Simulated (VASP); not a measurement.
# BaZrBe3F12 in VASP: a series of runs

The runs below take BaZrBe3F12 through single point, with PBE.

Program: VASP 6.6.1. These are calculated values, not measurements. Logs are shortened: lines on timing, memory, paths and dates and some standing lists are left out, and cuts for length are marked.

## Step 1: The cell of the first run

The cell holds an amorphous packing of atoms, 17 atoms: a = 6.287 Å, b = 6.312 Å, c = 6.080 Å, α = 88.24°, β = 88.34°, γ = 91.30°.

## Step 2: Single point, PBE

INCAR reads:

```
SYSTEM = BaZrBe3F12
PREC = Accurate
ENCUT = 520
EDIFF = 1E-7
ISMEAR = -1
SIGMA = 0.1181
LREAL = Auto
LASPH = .True.
NELM = 80
ALGO = Normal
ISIF = 2
LWAVE = .False.
LCHARG = .False.
GGA = PE
NBANDS = 70
ISYM = 0
```

KPOINTS reads:

```
regular mesh
0
Gamma
  1 1 1
  0 0 0
```

POSCAR reads:

```
BaZrBe3F12
1.0
    6.2858920000     -0.0721330000      0.0901150000
   -0.0721330000      6.3112050000      0.0957760000
    0.0901150000      0.0957760000      6.0782540000
Zr F Ba Be
1 12 1 3
Direct
    0.6984587616      0.8743472056      0.9467452184
    0.5329513553      0.9373917236      0.6118761175
    0.8729867002      0.9104141553      0.6292158862
    0.4751348619      0.6126071169      0.9000250998
    0.2169284935      0.2607741091      0.0363018044
    0.2062906571      0.1520823860      0.3963753859
    0.6529688503      0.6761010046      0.2996007508
    0.7730648223      0.1813056013      0.3088734920
    0.6573911969      0.1778349524      0.8984375895
    0.9800125671      0.8922738492      0.1282165483
    0.3846955193      0.9086961198      0.1683902785
    0.2389392726      0.5481480749      0.3466581945
    0.8464681332      0.6131637584      0.8795325355
    0.1423360041      0.4286734696      0.6916135391
    0.1446987240      0.0943005918      0.1848708101
    0.4182831662      0.6501328061      0.2383645522
    0.6975833153      1.0346536513      0.4831636341
```

Potentials or basis: VASP PAW PBE potentials, release 64 (Zr_sv, F, Ba_sv, Be).

The run is started by

```console
> cat potpaw_PBE.64/Zr_sv/POTCAR potpaw_PBE.64/F/POTCAR potpaw_PBE.64/Ba_sv/POTCAR potpaw_PBE.64/Be/POTCAR > POTCAR
> mpirun -np 1 vasp_gam > vasp.out
```

OUTCAR:

```text
SYSTEM = BaZrBe3F12
   PREC = Accurate
   ENCUT = 520
   EDIFF = 1E-7
   ISMEAR = -1
   LREAL = Auto
   LASPH = .True.
   NELM = 80
   ISIF = 2
   GGA = PE
   ISYM = 0

 ion  position               nearest neighbor table
   1  0.698  0.874  0.947-   9 1.95  13 1.96  10 2.12   4 2.17   3 2.20   2 2.34  11 2.37   7 2.46
                            16 2.79  17 2.97  14 4.30
   2  0.533  0.937  0.612-  17 1.40   1 2.34
   3  0.873  0.910  0.629-  17 1.63   1 2.20
   4  0.475  0.613  0.900-  16 2.10   1 2.17  14 2.73
   5  0.217  0.261  0.036-  15 1.42  14 2.38
   6  0.206  0.152  0.396-  15 1.41  14 2.57
   7  0.653  0.676  0.300-  16 1.54   1 2.46
   8  0.773  0.181  0.309-  17 1.45
   9  0.657  0.178  0.898-   1 1.95
  10  0.980  0.892  0.128-  15 1.67   1 2.12
  11  0.385  0.909  0.168-  16 1.69  15 1.93   1 2.37
  12  0.239  0.548  0.347-  16 1.42  14 2.27
  13  0.846  0.613  0.880-   1 1.96  14 2.49
  14  0.142  0.429  0.692-  12 2.27   5 2.38  13 2.49   6 2.57   4 2.73  16 3.45   1 4.30
  15  0.145  0.094  0.185-   6 1.41   5 1.42  10 1.67  11 1.93
  16  0.418  0.650  0.238-  12 1.42   7 1.54  11 1.69   4 2.10   1 2.79  14 3.45
  17  0.698  0.035  0.483-   2 1.40   8 1.45   3 1.63   1 2.97

IMPORTANT INFORMATION: All symmetrisations will be switched off!
NOSYMM: (Re-)initialisation of all symmetry stuff for point group C_1.

----------------------------------------------------------------------------------------

                                     Primitive cell

  volume of cell :     240.9920

  direct lattice vectors                    reciprocal lattice vectors
     6.285892000 -0.072133000  0.090115000     0.159141943  0.001855139 -0.002388639
    -0.072133000  6.311205000  0.095776000     0.001855139  0.158507870 -0.002525137
     0.090115000  0.095776000  6.078254000    -0.002388639 -0.002525137  0.164596132

  length of vectors
     6.286951735  6.312343841  6.079676426     0.159170680  0.158538837  0.164632830

  position of ions in fractional coordinates (direct lattice)
     0.698458762  0.874347206  0.946745218
     0.532951355  0.937391724  0.611876118
     0.872986700  0.910414155  0.629215886
     0.475134862  0.612607117  0.900025100
     0.216928493  0.260774109  0.036301804
     0.206290657  0.152082386  0.396375386
[... 9 lines left out ...]
     0.418283166  0.650132806  0.238364552
     0.697583315  0.034653651  0.483163634

  ion indices of the primitive-cell ions
   primitive index   ion index
                 1           1
                 2           2
                 3           3
                 4           4
                 5           5
                 6           6
[... 9 lines left out ...]
                16          16
                17          17

----------------------------------------------------------------------------------------

 KPOINTS: regular mesh

Automatic generation of k-mesh.
 Grid dimensions read from file:
 generate k-points for:    1    1    1

 Generating k-lattice:

  Cartesian coordinates                     Fractional coordinates (reciprocal lattice)
     0.159141943  0.001855139 -0.002388639     1.000000000 -0.000000000 -0.000000000
     0.001855139  0.158507870 -0.002525137    -0.000000000  1.000000000  0.000000000
    -0.002388639 -0.002525137  0.164596132     0.000000000  0.000000000  1.000000000

  Length of vectors
     0.159170680  0.158538837  0.164632830

  Shift w.r.t. Gamma in fractional coordinates (k-lattice)
     0.000000000  0.000000000  0.000000000

 Subroutine IBZKPT returns following result:
 ===========================================

 Found      1 irreducible k-points:

 Following reciprocal coordinates:
            Coordinates               Weight
  0.000000  0.000000  0.000000      1.000000
   k-points           NKPTS =      1   k-points in BZ     NKDIM =      1   number of bands    NBANDS=     70
   number of dos      NEDOS =    301   number of ions     NIONS =     17
   total plane-waves  NPLWV = 110592
   dimension x,y,z NGX =    48 NGY =   48 NGZ =   48
   dimension x,y,z NGXF=    96 NGYF=   96 NGZF=   96
   ions per type =               1  12   1   3
   NGX,Y,Z   is equivalent  to a cutoff of  12.69, 12.64, 13.13 a.u.
   NGXF,Y,Z  is equivalent  to a cutoff of  25.39, 25.28, 26.25 a.u.
 SYSTEM =  BaZrBe3F12
   PREC   = accura    normal or accurate (medium, high low for compatibility)
   ISTART =      0    job   : 0-new  1-cont  2-samecut
   ICHARG =      2    charge: 1-file 2-atom 10-const
   ISPIN  =      1    spin polarized calculation?
   LNONCOLLINEAR =      F non collinear calculations
   LSORBIT =      F    spin-orbit coupling
   LASPH  =      T    aspherical Exc in radial PAW
   ENCUT  =  520.0 eV  38.22 Ry    6.18 a.u.  11.69 11.74 11.30*2*pi/ulx,y,z
   NELM   =     80;   NELMIN=  2; NELMDL= -5     # of ELM steps
   EDIFF  = 0.1E-06   stopping-criterion for ELM
   LREAL  =      T    real-space projection
   EDIFFG = 0.1E-05   stopping-criterion for IOM
   NSW    =      0    number of steps for IOM
   IBRION =     -1    ionic relax: 0-MD 1-quasi-New 2-CG
   NFREE  =      0    steps in history (QN), initial steepest desc. (CG)
   ISIF   =      2    stress and relaxation
   ISYM   =      0    0-nonsym 1-usesym 2-fastsym
   POTIM  = 0.5000    time-step for ionic-motion
   TEBEG  =    0.0;   TEEND  =   0.0 temperature during run
   PSTRESS=    0.0 pullay stress
   NELECT =     112.0000    total number of electrons
   NUPDOWN=      -1.0000    fix difference up-down
   EMIN   =  10.00;   EMAX   =-10.00  energy-range for DOS
   EFERMI =   0.00;   METHOD = LEGACY
   ISMEAR =    -1;   SIGMA  =   0.12  broadening in eV -4-tet -1-fermi 0-gaus
   EFERMI_NEDOS =   21; number of points for ismear=-14 and -15
   IALGO  =     38    algorithm
   IMIX   =      4    mixing-type and parameters
     AMIX     =   0.40;   BMIX     =  1.00
     AMIX_MAG =   1.60;   BMIX_MAG =  1.00
  volume/ion in A,a.u.               =      14.18        95.66
  Fermi-wavevector in a.u.,A,eV,Ry     =   1.268080  2.396324 21.878532  1.608027
  Thomas-Fermi vector in A             =   2.401194
   LORBIT       =      0    0 simple, 1 ext, 2 COOP (PROOUT), +10 PAW based schemes
   GGA     = PE    functional components
   LHFCALC =     F    Hartree Fock is set to
   AEXX    =    0.0000 exact exchange contribution
   IVDW    =     0    specifies the selected vdW correction
   LEPSILON=     F    determine dielectric tensor
   LRPA    =     F    only Hartree local field effects (RPA)
 non-spin polarized calculation
  energy-cutoff  :      520.00
  volume of cell :      240.99
 maximum number of plane-waves:      3244
 NGX is ok and might be reduce to    48
   NGX = 23   NGY = 23   NGZ = 23

 number of electron     111.9999975 magnetization

 Free energy of the ion-electron system (eV)
  ---------------------------------------------------
  ext. energy  EPLUGINS =         0.00000000
  ---------------------------------------------------
  free energy    TOTEN  =       -97.39443712 eV

  energy without entropy =      -97.39443712  energy(sigma->0) =      -97.39443712

 E-fermi :   0.8511     XC(G=0):  -8.5418

 val. band max:       -1.8843288301   @ k =   0.0000   0.0000   0.0000
 cond. band min:       3.5177024329   @ k =   0.0000   0.0000   0.0000
 fundamental gap:      5.4020312630
 Fermi energy:         0.8510704257

 k-point     1 :       0.0000    0.0000    0.0000
  band No.  band energies     occupation
      1     -49.2856      2.00000
      2     -27.8437      2.00000
      3     -27.5250      2.00000
      4     -27.5159      2.00000
      5     -25.3617      2.00000
      6     -23.3978      2.00000
[... 60 lines left out ...]
     67       8.5227      0.00000
     68       8.5828      0.00000
 [bands above 68 left out]

------------------------ aborting loop because EDIFF is reached ----------------------------------------

  FORCE on cell =-STRESS in cart. coord.  units (eV):
  Direction    XX          YY          ZZ          XY          YZ          ZX
  --------------------------------------------------------------------------------------
  -------------------------------------------------------------------------------------
  Total        7.5302501      4.3594752     12.9723733      0.1362838     -4.0914203     -4.2141712
  in kB       50.0630575     28.9829227     86.2437054      0.9060499    -27.2008241    -28.0169045
  external PRESSURE =      55.0965619 kB  Pullay stress =       0.0000000 kB

 VOLUME and BASIS-vectors are now :
 -----------------------------------------------------------------------------
  energy-cutoff  :      520.00
  volume of cell :      240.99
      direct lattice vectors                 reciprocal lattice vectors
     6.285892000 -0.072133000  0.090115000     0.159141943  0.001855139 -0.002388639
    -0.072133000  6.311205000  0.095776000     0.001855139  0.158507870 -0.002525137
     0.090115000  0.095776000  6.078254000    -0.002388639 -0.002525137  0.164596132

 POSITION                                       TOTAL-FORCE (eV/Angst)
 -----------------------------------------------------------------------------------
      4.41268      5.55848      5.90124        -0.938320     -1.050408     -0.049553
      3.33760      5.93623      3.85694        -3.225332     -0.394833      1.013467
      5.47853      5.74310      3.99040         1.055095      1.118081      0.105681
      3.02356      3.91822      5.57207        -0.683453      0.991384      1.172345
      1.34805      1.63363      0.26518        -0.103327      0.193469     -1.191028
      1.32147      0.98291      2.44243        -0.292058     -0.127879      2.609726
[... 9 lines left out ...]
      2.60387      4.09578      1.54880         0.889523      1.416811     -0.913574
      4.42597      0.21466      3.00297         2.231076     -0.261499     -0.348244
 -----------------------------------------------------------------------------------
    total drift:                               -0.001164      0.006908      0.004577

  FREE ENERGIE OF THE ION-ELECTRON SYSTEM (eV)
  ---------------------------------------------------
  free  energy   TOTEN  =       -97.3944371169 eV

  energy  without entropy=      -97.3944371152  energy(sigma->0) =      -97.39443712
```

Run time: 56 s. Hardware: 1 thread of AMD EPYC 7R43 (Zen 3), shared host; peak memory 0.27 GiB.

What came out:

* Free energy: -97.3944 eV
* Pressure: 5.5 GPa
* Largest force: 3.404 eV/Å
* Band gap on the k mesh: 5.40 eV

Forces on the atoms (eV/Å):
```
Zr  -0.938 -1.050 -0.050
F   -3.225 -0.395  1.013
F    1.055  1.118  0.106
F   -0.683  0.991  1.172
F   -0.103  0.193 -1.191
F   -0.292 -0.128  2.610
F   -0.635 -0.067 -0.879
F   -0.445 -0.113  0.533
F    0.573 -0.008 -0.236
F    0.297  1.271 -0.399
F    0.777 -1.075 -0.866
F    0.446  0.947 -1.811
F    0.822 -0.563  0.001
Ba  -0.726 -0.434  1.222
Be  -0.042 -1.844  0.037
Be   0.890  1.417 -0.914
Be   2.231 -0.261 -0.348
```

Levels at points of the mesh, in eV from the valence-band top:
```tsv
k point	band 53	band 54	band 55	band 56	band 57	band 58	band 59	band 60
(0.00, 0.00, 0.00)	-0.45	-0.22	-0.12	0.00	5.40	6.33	6.42	6.66
```

Caveat: the k points lie up to 1.03 Å⁻¹ apart; spin-orbit coupling is left out, which moves the levels of the heavy elements.

## Step 3: Single point, PBE

INCAR reads:

```
ALGO = Normal
EDIFF = 1E-6
ENCUT = 520
GGA = PE
ISIF = 2
ISMEAR = -1
ISYM = 0
LASPH = T
LCHARG = F
LREAL = Auto
LWAVE = F
NBANDS = 70
NELM = 80
PREC = Accurate
SIGMA = 0.0655
```

KPOINTS reads:

```
k-points
0
Gamma
  1 1 1
```

POSCAR reads:

```
BaZrBe3F12
1.0
    6.2858920000     -0.0721330000      0.0901150000
   -0.0721330000      6.3112050000      0.0957760000
    0.0901150000      0.0957760000      6.0782540000
Zr F Ba Be
1 12 1 3
Direct
    0.7024072876      0.8816974726      0.9298910691
    0.5026156447      1.0516799030      0.7105716702
    0.8275906492      0.9036153399      0.5929872305
    0.4661513397      0.6291487885      0.9536305027
    0.1863004556      0.2581109616      0.1113663067
    0.1668479328      0.0945743195      0.4682000042
    0.6301828229      0.6402562469      0.2936074887
    0.7210708147      0.1981832966      0.3676556623
    0.8129783017      0.1753525903      0.8900394572
    0.9411732788      0.9234241695      0.1638658563
    0.4353249607      0.9423370869      0.1315753528
    0.2431806974      0.5787667518      0.3077465679
    0.8489385816      0.6226580920      0.8713417041
    0.1645856671      0.4332506512      0.7139093477
    0.0752020252      0.0813606055      0.2512120711
    0.4293647417      0.6699886568      0.1962037063
    0.6508482954      0.0466941011      0.5118359041
```

Potentials or basis: VASP PAW PBE potentials, release 64 (Zr_sv, F, Ba_sv, Be).

The run is started by

```console
> cat potpaw_PBE.64/Zr_sv/POTCAR potpaw_PBE.64/F/POTCAR potpaw_PBE.64/Ba_sv/POTCAR potpaw_PBE.64/Be/POTCAR > POTCAR
> mpirun -np 1 vasp_gam > vasp.out
```

Wall time 60 s (1 thread of AMD EPYC 7R43 (Zen 3), shared host); peak memory 0.27 GiB.

The run converged. Its results:

```
Free energy            : -98.2940 eV
Pressure               : 7.7 GPa
Largest force          : 3.263 eV/Å
Band gap on the k mesh : 5.06 eV
```

Forces in eV/Å, atoms in the order of the input:
```
Zr   0.654  1.129  1.107
F   -1.122 -0.421 -0.360
F   -0.725 -0.791  0.394
F   -0.825 -0.741 -2.149
F   -0.804 -0.702 -0.861
F   -0.005 -0.182  0.903
F    1.708  0.576  0.732
F    0.522  2.387 -2.034
F    0.454  0.426 -0.098
F   -0.837 -1.961 -0.835
F    0.393 -0.345  0.357
F   -0.955  0.589  0.962
F    0.749 -0.539  0.016
Ba  -0.065 -0.810 -0.014
Be   1.953  2.614  0.047
Be  -1.088  0.133  0.510
Be  -0.008 -1.361  1.322
```

Stress tensor (GPa, compression positive):
```
7.94 0.93 1.31
0.93 6.89 0.23
1.31 0.23 8.13
```

Levels at points of the mesh, in eV from the valence-band top:
```csv
k point,band 53,band 54,band 55,band 56,band 57,band 58,band 59,band 60
"(0.00, 0.00, 0.00)",-0.85,-0.77,-0.31,0.00,5.06,5.46,6.04,6.65
```

Caveat: the k points lie up to 1.03 Å⁻¹ apart; spin-orbit coupling is left out, which moves the levels of the heavy elements.

## Step 4: Single point, PBE

INCAR reads:

```
PREC = Accurate
ENCUT = 520
EDIFF = 1E-7
ISMEAR = -1
SIGMA = 0.0655
LREAL = Auto
LASPH = T
NELM = 100
ALGO = Normal
ISIF = 2
LWAVE = F
LCHARG = T
GGA = PE
LELF = T
LVHAR = T
NBANDS = 70
ISYM = 0
```

KPOINTS reads:

```
regular mesh
0
Gamma
  1 1 1
```

POSCAR reads:

```
BaZrBe3F12
1.0
    6.2858920000     -0.0721330000      0.0901150000
   -0.0721330000      6.3112050000      0.0957760000
    0.0901150000      0.0957760000      6.0782540000
Zr F Ba Be
1 12 1 3
Direct
    0.7003432646      0.8833719637      0.9076418546
    0.4500151537      1.0790948075      0.6759772626
    0.7324454389      0.8647902327      0.5573321763
    0.3926393872      0.6584604479      0.9308322084
    0.1896703776      0.2733247810      0.0877126720
    0.1267214639      0.1128340650      0.4697511325
    0.6795937178      0.6212516186      0.2158245472
    0.7618745856      0.2639813392      0.3652266909
    0.8218956557      0.1760067858      0.8320653673
    0.9631068005      0.9464153013      0.1373183415
    0.5239889336      0.9600184693      0.1597532792
    0.2676832209      0.6490555692      0.3297176756
    0.8830269696      0.6537226516      0.8908152051
    0.1556303359      0.4283689567      0.7106037206
    0.0479045572      0.1497049445      0.2429095494
    0.4491570636      0.6413780472      0.1928949641
    0.6129723122      0.0925139178      0.4735344043
```

The run is started by

```console
> cat potpaw_PBE.64/Zr_sv/POTCAR potpaw_PBE.64/F/POTCAR potpaw_PBE.64/Ba_sv/POTCAR potpaw_PBE.64/Be/POTCAR > POTCAR
> mpirun -np 1 vasp_gam > vasp.out
```

Wall time 57 s (1 thread of AMD EPYC 7R43 (Zen 3), shared host); peak memory 0.28 GiB.

The run converged. Its results:

* Free energy: -98.7442 eV
* Pressure: 3.5 GPa
* Largest force: 2.130 eV/Å
* Band gap on the k mesh: 5.84 eV

Forces on the atoms (eV/Å):
```
Zr   0.910  1.652 -0.264
F    0.975  0.373 -0.462
F   -0.601  0.813  0.006
F    1.536  0.714  0.482
F    0.133  0.401  0.254
F   -0.174  0.117 -0.437
F   -0.801 -0.121 -0.234
F   -0.661 -1.206  0.413
F   -0.399 -0.313  0.118
F   -0.775  0.157 -0.351
F   -1.059  1.221  1.387
F   -0.922 -0.434  1.444
F    1.018 -1.344 -1.077
Ba  -0.201 -0.303 -0.988
Be  -0.319 -1.028  0.340
Be   0.349  0.208 -0.948
Be   0.992 -0.908  0.318
```

Stress tensor (GPa, compression positive):
```
 3.44 -2.07 -1.72
-2.07  3.52  2.55
-1.72  2.55  3.39
```

Levels at points of the mesh, in eV from the valence-band top:
| k point | band 54 | band 55 | band 56 | band 57 | band 58 | band 59 |
| --- | --- | --- | --- | --- | --- | --- |
| (0.00, 0.00, 0.00) | -0.31 | -0.21 | 0.00 | 5.84 | 6.20 | 6.66 |

Caveat: the k points lie up to 1.03 Å⁻¹ apart; spin-orbit coupling is left out, which moves the levels of the heavy elements.
